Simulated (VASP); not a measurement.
Set up this calculation in VASP 6.6.1, as the native input.

| Property | Result |
| --- | --- |
| Task | single point |
| Functional | LDA |
| Potentials or basis | VASP PAW LDA potentials, release 64 (Al, N) |
| Cutoff | 520 eV |
| k mesh | 9 × 9 × 6 |
| Occupations | gaussian, width 0.05 eV |
| Spin | no spin polarisation |
| Dipole correction | no |
| Further INCAR settings | ALGO = Normal; EDIFF = 1e-07; NBANDS = 16 |

The structure of AlN lies in POSCAR:

```
AlN
1.0
    3.2486697589      0.0000000000      0.0000000000
   -1.6243348794      2.8134305397      0.0000000000
    0.0000000000      0.0000000000      4.0666517166
Al N
2 2
Direct
    0.3333333333      0.6666666667      0.7664069085
    0.6666666667      0.3333333333      0.2664069085
    0.3333333333      0.6666666667      0.2183955428
    0.6666666667      0.3333333333      0.7183955428
```

The input as run:

INCAR

```
PREC = Accurate
ENCUT = 520
EDIFF = 1E-7
ISMEAR = 0
SIGMA = 0.05
LREAL = F
LASPH = T
NELM = 80
ALGO = Normal
ISIF = 2
LWAVE = F
LCHARG = T
GGA = CA
LELF = T
LVHAR = T
NBANDS = 16
```

KPOINTS

```
regular mesh
0
Gamma
  9 9 6
```

Potentials or basis: VASP PAW LDA potentials, release 64 (Al, N).

Command:

```console
$ cat potpaw_LDA.64/Al/POTCAR potpaw_LDA.64/N/POTCAR > POTCAR
$ mpirun -np 1 vasp_std > vasp.out
```

It gave:

* Pressure: 11.3 GPa
* Largest force: 1.184 eV/Å
* Band gap on the k mesh: 3.97 eV, direct

Caveat: forces of over 1 eV/Å act on the atoms, so gaps and moduli don't describe the material at rest.

Run time: 26 s on 1 thread of Intel Xeon 8259CL, with other jobs on the host, peak memory 0.14 GiB.
